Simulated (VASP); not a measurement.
# Sr2O5 (cubic X2O5 type) (Pn-3m) in VASP: further runs, part 2 of 2

VASP 6.6.1. The steps go on from the part before.

## (3) Single point, PBE

INCAR reads:

```
  PREC = Accurate
  ENCUT = 520
  EDIFF = 1E-6
  ISMEAR = -1
  SIGMA = 0.06122561905347299
  LREAL = F
  LASPH = T
  NELM = 80
  ALGO = Normal
  ISIF = 2
  LWAVE = F
  LCHARG = F
  GGA = PE
  NBANDS = 63
```

KPOINTS reads:

```
regular mesh
0
Gamma
  7 7 7
```

POSCAR reads:

```
Sr2O5
1.0
    5.8808197480      0.0000000000      0.0000000000
    0.0000000000      5.8808197480      0.0000000000
    0.0000000000      0.0000000000      5.8808197480
Sr O
4 10
Direct
    0.0000000000      0.0000000000      0.0000000000
    0.5000000000      0.5000000000      0.0000000000
    0.5000000000      0.0000000000      0.5000000000
    0.0000000000      0.5000000000      0.5000000000
    0.5000000000      0.0000000000      0.0000000000
    0.0000000000      0.5000000000      0.0000000000
    0.0000000000      0.0000000000      0.5000000000
    0.5000000000      0.5000000000      0.5000000000
    0.7500000000      0.7500000000      0.2500000000
    0.7500000000      0.2500000000      0.7500000000
    0.2500000000      0.7500000000      0.7500000000
    0.7500000000      0.2500000000      0.2500000000
    0.2500000000      0.7500000000      0.2500000000
    0.2500000000      0.2500000000      0.7500000000
```

Potentials or basis: VASP PAW PBE potentials, release 64 (Sr_sv, O).

Launch:

```bash
$ cat potpaw_PBE.64/Sr_sv/POTCAR potpaw_PBE.64/O/POTCAR > POTCAR
$ mpirun -np 1 vasp_std > vasp.out
```

OUTCAR:

```text
PREC = Accurate
   ENCUT = 520
   EDIFF = 1E-6
   ISMEAR = -1
   LREAL = F
   LASPH = T
   NELM = 80
   ISIF = 2
   GGA = PE

 ion  position               nearest neighbor table
   1  0.000  0.000  0.000-   9 2.55  10 2.55  11 2.55  12 2.55  13 2.55  14 2.55   5 2.94   6 2.94
                             7 2.94   7 2.94   6 2.94   5 2.94   3 4.16   4 4.16   2 4.16   2 4.16
   2  0.500  0.500  0.000-   9 2.55  10 2.55  11 2.55  12 2.55  13 2.55  14 2.55   5 2.94   6 2.94
                             8 2.94   8 2.94   5 2.94   6 2.94   3 4.16   4 4.16   1 4.16   1 4.16
   3  0.500  0.000  0.500-   9 2.55  10 2.55  11 2.55  12 2.55  13 2.55  14 2.55   5 2.94   7 2.94
                             8 2.94   5 2.94   8 2.94   7 2.94   1 4.16   2 4.16   1 4.16   2 4.16
   4  0.000  0.500  0.500-   9 2.55  10 2.55  11 2.55  12 2.55  13 2.55  14 2.55   6 2.94   7 2.94
                             8 2.94   6 2.94   7 2.94   8 2.94   1 4.16   2 4.16   1 4.16   1 4.16
   5  0.500  0.000  0.000-   1 2.94   2 2.94   3 2.94   3 2.94   2 2.94   1 2.94
   6  0.000  0.500  0.000-   1 2.94   2 2.94   4 2.94   4 2.94   1 2.94   2 2.94
   7  0.000  0.000  0.500-   1 2.94   3 2.94   4 2.94   1 2.94   4 2.94   3 2.94
   8  0.500  0.500  0.500-   2 2.94   3 2.94   4 2.94   2 2.94   3 2.94   4 2.94
   9  0.750  0.750  0.250-   1 2.55   2 2.55   3 2.55   4 2.55
  10  0.750  0.250  0.750-   1 2.55   2 2.55   3 2.55   4 2.55
  11  0.250  0.750  0.750-   1 2.55   2 2.55   3 2.55   4 2.55
  12  0.750  0.250  0.250-   1 2.55   2 2.55   3 2.55   4 2.55
  13  0.250  0.750  0.250-   1 2.55   2 2.55   3 2.55   4 2.55
  14  0.250  0.250  0.750-   1 2.55   2 2.55   3 2.55   4 2.55

  LATTYP: Found a simple cubic cell.
 ALAT       =     5.8808197480

  Lattice vectors:

 A1 = (   5.8808197480,   0.0000000000,   0.0000000000)
 A2 = (   0.0000000000,   5.8808197480,   0.0000000000)
 A3 = (   0.0000000000,   0.0000000000,   5.8808197480)

Analysis of symmetry for initial positions (statically):
=====================================================================
 Subroutine PRICEL returns:
 Original cell was already a primitive cell.

 Routine SETGRP: Setting up the symmetry group for a
 simple cubic supercell.

 Subroutine GETGRP returns: Found 48 space group operations
 (whereof 12 operations were pure point group operations)
 out of a pool of 48 trial point group operations.

The static configuration has the point symmetry D_3d.
 The point group associated with its full space group is O_h .

Analysis of symmetry for dynamics (positions and initial velocities):
=====================================================================
 Subroutine PRICEL returns:
 Original cell was already a primitive cell.

 Routine SETGRP: Setting up the symmetry group for a
 simple cubic supercell.

 Subroutine GETGRP returns: Found 48 space group operations
 (whereof 12 operations were pure point group operations)
 out of a pool of 48 trial point group operations.

The dynamic configuration has the point symmetry D_3d.
 The point group associated with its full space group is O_h .

 Subroutine INISYM returns: Found 48 space group operations
 (whereof 12 operations are pure point group operations),
 and found     1 'primitive' translations

----------------------------------------------------------------------------------------

[... 101 lines left out ...]
 SYSTEM =  unknown system
   PREC   = accura    normal or accurate (medium, high low for compatibility)
   ISTART =      0    job   : 0-new  1-cont  2-samecut
   ICHARG =      2    charge: 1-file 2-atom 10-const
   ISPIN  =      1    spin polarized calculation?
   LNONCOLLINEAR =      F non collinear calculations
   LSORBIT =      F    spin-orbit coupling
   LASPH  =      T    aspherical Exc in radial PAW
   ENCUT  =  520.0 eV  38.22 Ry    6.18 a.u.  10.93 10.93 10.93*2*pi/ulx,y,z
   NELM   =     80;   NELMIN=  2; NELMDL= -5     # of ELM steps
   EDIFF  = 0.1E-05   stopping-criterion for ELM
   LREAL  =      F    real-space projection
   EDIFFG = 0.1E-04   stopping-criterion for IOM
   NSW    =      0    number of steps for IOM
   IBRION =     -1    ionic relax: 0-MD 1-quasi-New 2-CG
   NFREE  =      0    steps in history (QN), initial steepest desc. (CG)
   ISIF   =      2    stress and relaxation
   ISYM   =      2    0-nonsym 1-usesym 2-fastsym
   POTIM  = 0.5000    time-step for ionic-motion
   TEBEG  =    0.0;   TEEND  =   0.0 temperature during run
   PSTRESS=    0.0 pullay stress
   NELECT =     100.0000    total number of electrons
   NUPDOWN=      -1.0000    fix difference up-down
   EMIN   =  10.00;   EMAX   =-10.00  energy-range for DOS
   EFERMI =   0.00;   METHOD = LEGACY
   ISMEAR =    -1;   SIGMA  =   0.06  broadening in eV -4-tet -1-fermi 0-gaus
   EFERMI_NEDOS =   21; number of points for ismear=-14 and -15
   IALGO  =     38    algorithm
   IMIX   =      4    mixing-type and parameters
     AMIX     =   0.40;   BMIX     =  1.00
     AMIX_MAG =   1.60;   BMIX_MAG =  1.00
  volume/ion in A,a.u.               =      14.53        98.04
  Fermi-wavevector in a.u.,A,eV,Ry     =   1.292122  2.441757 22.716016  1.669580
  Thomas-Fermi vector in A             =   2.423850
   LORBIT       =      0    0 simple, 1 ext, 2 COOP (PROOUT), +10 PAW based schemes
   GGA     = PE    functional components
   LHFCALC =     F    Hartree Fock is set to
   AEXX    =    0.0000 exact exchange contribution
   IVDW    =     0    specifies the selected vdW correction
   LEPSILON=     F    determine dielectric tensor
   LRPA    =     F    only Hartree local field effects (RPA)
 non-spin polarized calculation
  energy-cutoff  :      520.00
  volume of cell :      203.38
 maximum number of plane-waves:      5502
 NGX is ok and might be reduce to    48
   NGX = 21   NGY = 21   NGZ = 21

 number of electron     100.0000000 magnetization

 number of electron      99.9999931 magnetization

 Free energy of the ion-electron system (eV)
  ---------------------------------------------------
  ext. energy  EPLUGINS =         0.00000000
  ---------------------------------------------------
  free energy    TOTEN  =       -65.81878337 eV

  energy without entropy =      -65.46845404  energy(sigma->0) =      -65.64361870

 E-fermi :   0.7266     XC(G=0):  -9.9863

 val. band max:        0.7246509047   @ k =   0.1429   0.1429   0.0000
 cond. band min:       0.7270075313   @ k =   0.4286   0.2857   0.1429
 fundamental gap:      0.0023566266
 Fermi energy:         0.7265956722

 k-point     1 :       0.0000    0.0000    0.0000
  band No.  band energies     occupation
      1     -31.3734      2.00000
      2     -31.3235      2.00000
      3     -31.3235      2.00000
      4     -31.3235      2.00000
      5     -16.4030      2.00000
      6     -16.3309      2.00000
[... 1289 lines left out ...]
     61       9.0761      0.00000
     62      10.0642      0.00000
 [bands above 62 left out]

------------------------ aborting loop because EDIFF is reached ----------------------------------------

  FORCE on cell =-STRESS in cart. coord.  units (eV):
  Direction    XX          YY          ZZ          XY          YZ          ZX
  --------------------------------------------------------------------------------------
  -------------------------------------------------------------------------------------
  Total       -3.1729447     -3.1729447     -3.1729447      0.0000000     -0.0000000      0.0000000
  in kB      -24.9953648    -24.9953648    -24.9953648      0.0000000     -0.0000000      0.0000000
  external PRESSURE =     -24.9953648 kB  Pullay stress =       0.0000000 kB

 VOLUME and BASIS-vectors are now :
 -----------------------------------------------------------------------------
  energy-cutoff  :      520.00
  volume of cell :      203.38
      direct lattice vectors                 reciprocal lattice vectors
     5.880819748  0.000000000  0.000000000     0.170044321  0.000000000  0.000000000
     0.000000000  5.880819748  0.000000000     0.000000000  0.170044321  0.000000000
     0.000000000  0.000000000  5.880819748     0.000000000  0.000000000  0.170044321

 POSITION                                       TOTAL-FORCE (eV/Angst)
 -----------------------------------------------------------------------------------
      0.00000      0.00000      0.00000         0.000000     -0.000000     -0.000000
      2.94041      2.94041      0.00000         0.000000     -0.000000     -0.000000
      2.94041      0.00000      2.94041         0.000000     -0.000000     -0.000000
      0.00000      2.94041      2.94041         0.000000     -0.000000     -0.000000
      2.94041      0.00000      0.00000         0.000000     -0.000000     -0.000000
      0.00000      2.94041      0.00000         0.000000     -0.000000     -0.000000
      0.00000      0.00000      2.94041         0.000000     -0.000000     -0.000000
      2.94041      2.94041      2.94041         0.000000     -0.000000     -0.000000
      4.41061      4.41061      1.47020         0.000000      0.000000     -0.000000
      4.41061      1.47020      4.41061         0.000000      0.000000     -0.000000
      1.47020      4.41061      4.41061        -0.000000     -0.000000      0.000000
      4.41061      1.47020      1.47020        -0.000000     -0.000000      0.000000
      1.47020      4.41061      1.47020        -0.000000      0.000000      0.000000
      1.47020      1.47020      4.41061        -0.000000     -0.000000     -0.000000
 -----------------------------------------------------------------------------------
    total drift:                               -0.000000      0.000000      0.000000

  FREE ENERGIE OF THE ION-ELECTRON SYSTEM (eV)
  ---------------------------------------------------
  free  energy   TOTEN  =       -65.8187833686 eV

  energy  without entropy=      -65.4684540402  energy(sigma->0) =      -65.64361870
```

It took 6.4 min on 1 thread of Intel Xeon Platinum 8559C (Emerald Rapids), shared host; peak memory 0.42 GiB.

What came out:

```
Free energy            : -65.8188 eV
Pressure               : -2.5 GPa
Band gap on the k mesh : zero (bands 50 and 51 overlap by 0.17 eV)
```

Caveat: semilocal functionals underestimate gaps, so a narrow gap can read as zero.

## (4) Single point, PBE

This run uses another cell than the first one, of 14.81 Å³/atom.

INCAR reads:

```
ALGO = Normal ; EDIFF = 1E-7
ENCUT = 520 ; GGA = PE
ISIF = 2 ; ISMEAR = -1
LASPH = True ; LCHARG = False
LREAL = False ; LWAVE = False
NBANDS = 63 ; NELM = 100
PREC = Accurate ; SIGMA = 0.06122561905347299
```

KPOINTS reads:

```
k-points
0
Gamma
  7 7 7
```

POSCAR: that of step 3 with these lines changed.

```diff
@@ -2,5 +2,5 @@
 1.0
-    5.8808197480      0.0000000000      0.0000000000
-    0.0000000000      5.8808197480      0.0000000000
-    0.0000000000      0.0000000000      5.8808197480
+    5.9182782085      0.0000000000      0.0000000000
+    0.0000000000      5.9182782085      0.0000000000
+    0.0000000000      0.0000000000      5.9182782085
 Sr O
```

Launch:

```bash
$ cat potpaw_PBE.64/Sr_sv/POTCAR potpaw_PBE.64/O/POTCAR > POTCAR
$ mpirun -np 1 vasp_std > vasp.out
```

It took 6.3 min on 1 thread of Intel Xeon Platinum 8559C (Emerald Rapids), shared host; peak memory 0.42 GiB.

The run converged. Its results:

```yaml
Free_energy: -65.7469 eV
Pressure: -3.7 GPa
Band_gap_on_the_k_mesh: zero (bands 50 and 51 overlap by 0.16 eV)
```

Levels at points of the mesh, in eV from the Fermi level:
```csv
k point,band 46,band 47,band 48,band 49,band 50,band 51,band 52,band 53,band 54,band 55
"(0.00, 0.00, 0.00)",-0.61,-0.61,0.06,0.06,0.06,0.32,0.32,0.32,0.35,0.35
```

Caveat: the cell stands under tension; semilocal functionals underestimate gaps, so a narrow gap can read as zero.

## (5) Single point, PBE

This run uses another cell than the first one, of 13.97 Å³/atom.

INCAR reads:

```
SYSTEM = Sr2O5
ALGO     = Normal         ! electronic algorithm
EDIFF    = 1E-7           ! SCF threshold, eV
ENCUT    = 520            ! plane-wave cutoff, eV
GGA      = PE             ! functional
ISIF     = 2              ! what is computed and relaxed
ISMEAR   = -1             ! smearing method
LASPH    = .True.         ! aspherical terms in the spheres
LCHARG   = .False.        ! write CHGCAR
LREAL    = .False.        ! projectors in reciprocal space
LWAVE    = .False.        ! write WAVECAR
NBANDS   = 63             ! bands
NELM     = 80             ! most SCF steps
PREC     = Accurate       ! precision mode
SIGMA    = 0.06122561905347299 ! smearing width, eV
```

KPOINTS reads:

```
k-points
0
Gamma
  7 7 7
  0 0 0
```

POSCAR: that of step 4 with these lines changed.

```diff
@@ -2,5 +2,5 @@
 1.0
-    5.9182782085      0.0000000000      0.0000000000
-    0.0000000000      5.9182782085      0.0000000000
-    0.0000000000      0.0000000000      5.9182782085
+    5.8044368199      0.0000000000      0.0000000000
+    0.0000000000      5.8044368199      0.0000000000
+    0.0000000000      0.0000000000      5.8044368199
 Sr O
```

Launch:

```bash
$ cat potpaw_PBE.64/Sr_sv/POTCAR potpaw_PBE.64/O/POTCAR > POTCAR
$ mpirun -np 1 vasp_std > vasp.out
```

It took 6.4 min on 1 thread of Intel Xeon Platinum 8488C (Sapphire Rapids), shared host; peak memory 0.42 GiB.

It converged, with:

* Free energy: -65.8649 eV
* Pressure: 0.4 GPa
* Band gap on the k mesh: zero (bands 50 and 51 overlap by 0.17 eV)

Levels at points of the mesh, in eV from the Fermi level:
```
           k point  band 46  band 47  band 48  band 49  band 50  band 51  band 52  band 53  band 54  band 55
(0.00, 0.00, 0.00)    -0.68    -0.68     0.06     0.06     0.06     0.36     0.36     0.36     0.39     0.39
```

Caveat: semilocal functionals underestimate gaps, so a narrow gap can read as zero.

## (6) The runs side by side

| cell | gap on the mesh (eV) | pressure (GPa) |
| --- | --- | --- |
| a = 5.881 Å, 14 atoms | none | -2.5 |
| a = 5.918 Å, 14 atoms | none | -3.7 |
| a = 5.804 Å, 14 atoms | none | 0.4 |

Alike in all rows: task single point; level PBE; potentials or basis VASP PAW PBE potentials, release 64 (Sr_sv, O); no spin polarisation; k mesh 7 × 7 × 7; cutoff (eV) 520; smearing fermi-dirac 0.0612256 eV.

Caveats: semilocal functionals underestimate gaps, so a narrow gap can read as zero; the cell stands under tension (at least some runs).

Total energies depend on the potentials used, so only differences within one code and one set of settings carry meaning.
